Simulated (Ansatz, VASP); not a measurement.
**Ga3P2N: VASP beside Ansatz**

INCAR

```
PREC     = Accurate       # precision mode
ENCUT    = 520            # plane-wave cutoff, eV
EDIFF    = 1E-7           # SCF threshold, eV
ISMEAR   = -1             # smearing method
SIGMA    = 0.02           # smearing width, eV
LREAL    = False          # projectors in reciprocal space
LASPH    = True           # aspherical terms in the spheres
NELM     = 60             # most SCF steps
ALGO     = Normal         # electronic algorithm
ISIF     = 2              # what is computed and relaxed
LWAVE    = False          # write WAVECAR
LCHARG   = True           # write CHGCAR
GGA      = PE             # functional
LELF     = True           # ELF
LVHAR    = True         
NBANDS   = 36             # bands
```

Contents of KPOINTS:

```
regular mesh
0
Gamma
  10 10 10
```

POSCAR

```
Ga3P2N
1.0
   -1.8246747681      1.8246747681      7.6278373429
    1.8246747681     -1.8246747681      7.6278373429
    1.8246747681      1.8246747681     -7.6278373429
N Ga P
1 3 2
Direct
    0.0000000000      0.0000000000      0.0000000000
    0.5644968171      0.0644968171      0.5000000000
    0.2500000000      0.7500000000      0.5000000000
    0.9355031829      0.4355031829      0.5000000000
    0.6574108638      0.6574108638      0.0000000000
    0.3425891362      0.3425891362      0.0000000000
```

Input for Ansatz:

```yaml
crystal:
  lattice:
    - [-1.8246747681, 1.8246747681, 7.6278373429]
    - [1.8246747681, -1.8246747681, 7.6278373429]
    - [1.8246747681, 1.8246747681, -7.6278373429]
  atoms:
    - { symbol: "N", position: [0.0, 0.0, 0.0] }
    - { symbol: Ga, position: [0.5644968171, 0.0644968171, 0.5] }
    - { symbol: P, position: [0.6574108638, 0.6574108638, 0.0] }
    - { symbol: Ga, position: [0.25, 0.75, 0.5] }
    - { symbol: P, position: [0.3425891362, 0.3425891362, 0.0] }
    - { symbol: Ga, position: [0.9355031829, 0.4355031829, 0.5] }
kpoints:
  mp_grid: { grid: [10, 10, 10] }
  band_path:
    path:
      - [[0.0, 0.0, 0.0], [-4.19929530256e-18, 4.19929530256e-18, 0.5], [0.25, 0.25, 0.25], [-4.332796573604e-17, 0.5, 4.332796573604e-17], [0.0, 0.0, 0.0], [0.5, 0.5, -0.5], [0.2643056664502, 0.7356943335498, -0.2643056664502]]
      - [[-0.2643056664502, 0.2643056664502, 0.2643056664502], [0.0, 0.0, 0.0]]
      - [[-4.19929530256e-18, 4.19929530256e-18, 0.5], [-0.0286113329003, 0.0286113329003, 0.5]]
      - [[0.5, 0.5, -0.0286113329003], [0.5, 0.5, -0.5]]
    npoints: 10
hamiltonian:
  xc: pbe
scf:
  occupations: { method: fermi_dirac, width: 0.02 }
  n_extra_bands: 5
output:
  forces: true
  stress: true
  eigenvalues: true
  write_density: true
  write_potential: true
  elf: true
  volumetric_format: npy
```

Alike in both runs: task single point; functional PBE; k mesh 10 × 10 × 10; occupations fermi-dirac, width 0.02 eV; no spin polarisation.

|  | VASP | Ansatz |
| --- | --- | --- |
| version | VASP 6.6.1 | Ansatz 0.2.0 |
| potentials or method | VASP PAW PBE potentials, release 64 (N, Ga_d, P) | plane waves, PAW |
| plane-wave cutoff (eV) | 520 | 420 |
| valence electrons in the cell | 54 | 54 |

```csv
,VASP,Ansatz,Ansatz less VASP
pressure (GPa),3.3,3.3,-0.01
rms of the force components (eV/Å),0.010,0.009,-0.0010
```
